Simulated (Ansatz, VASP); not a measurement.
Ir in VASP and in Ansatz

```xyz
3
Lattice="4.4934 0.0000 0.0000 -2.2467 3.8914 0.0000 0.0000 0.0000 2.7748" Properties=species:S:1:pos:R:3 pbc="T T T"
Ir    2.2467    3.8914    0.0000
Ir    0.0000    2.5943    1.3874
Ir    2.2467    1.2971    1.3874
```

Alike in both runs: task single point; functional PBE; k mesh 9 × 9 × 13; occupations fermi-dirac, width 0.1 eV; no spin polarisation.

|  | VASP | Ansatz |
| --- | --- | --- |
| version | VASP 6.6.1 | Ansatz 0.2.0 |
| potentials or method | VASP PAW PBE potentials, release 64 (Ir), cutoff 520 eV | plane waves (420 eV) with PAW, scalar-relativistic |
| valence electrons in the cell | 27 | 51 |

```tsv
	VASP	Ansatz	Ansatz less VASP
pressure (GPa)	-20.1	-20.3	-0.22
traceless stress, the component that is largest in VASP (GPa)	0.84	0.96	+0.112
```

VASP's potentials hold 27 valence electrons a cell and Ansatz's 51, so a difference there can come from the potentials and not from the codes.

Spin-orbit coupling is off throughout.
